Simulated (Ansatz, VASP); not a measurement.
Two plane-wave programs on CdS

File INCAR:

```
SYSTEM = CdS
  ALGO = Normal
  EDIFF = 1E-7
  EDIFFG = -0.01
  ENCUT = 600
  GGA = PE
  IBRION = 2
  ISIF = 3
  ISMEAR = -1
  LASPH = .True.
  LCHARG = .False.
  LREAL = .False.
  LWAVE = .False.
  NELM = 60
  NSW = 80
  PREC = Accurate
  SIGMA = 0.05
```

The input KPOINTS:

```
k-points
0
Gamma
  6 6 4
  0 0 0
```

File POSCAR:

```
CdS
1.0
    4.1500000000      0.0000000000      0.0000000000
   -2.0750000000      3.5940100000      0.0000000000
    0.0000000000      0.0000000000      6.7370000000
Cd S
2 2
Direct
    0.3333333333      0.6666666667      0.0000000000
    0.6666666667      0.3333333333      0.5000000000
    0.3333333333      0.6666666667      0.3750000000
    0.6666666667      0.3333333333      0.8750000000
```

Input for Ansatz:

```yaml
crystal:
  lattice:
    - [4.15, 0.0, 0.0]
    - [-2.075, 3.59401, 0.0]
    - [0.0, 0.0, 6.737]
  atoms:
    - { symbol: Cd, position: [0.3333333333333333, 0.6666666666666666, 0.0] }
    - { symbol: Cd, position: [0.6666666666666665, 0.3333333333333333, 0.5] }
    - { symbol: S, position: [0.3333333333333333, 0.6666666666666666, 0.37499999999999994] }
    - { symbol: S, position: [0.6666666666666665, 0.3333333333333333, 0.875] }
basis:
  ecutwfc: 517.016338673772
kpoints:
  mp_grid:
    grid: [6, 6, 4]
hamiltonian:
  xc: pbe
scf:
  occupations:
    method: fermi_dirac
    width: 0.05
relax:
  cell: {}
```

Alike in both runs: task relaxation of cell and atoms; functional PBE; k mesh 6 × 6 × 4; occupations fermi-dirac, width 0.05 eV; no spin polarisation.

|  | VASP | Ansatz |
| --- | --- | --- |
| version | VASP 6.6.1 | Ansatz 0.2.0 |
| potentials or method | VASP PAW PBE potentials, release 64 (Cd, S), cutoff 600 eV | plane waves, PAW |
| valence electrons in the cell | 36 | 52 |

Ansatz gave:

- relaxed volume (Å³/atom): 26.04
- relaxed length of the cell vector where the two differ most in proportion (Å): 6.827

Task: Estimate VASP's values.

Result: Relaxed volume (Å³/atom): 26.16; relaxed length of the cell vector where the two differ most in proportion (Å): 6.846.

VASP's potentials hold 36 valence electrons a cell and Ansatz's 52, so a difference there can come from the potentials and not from the codes.
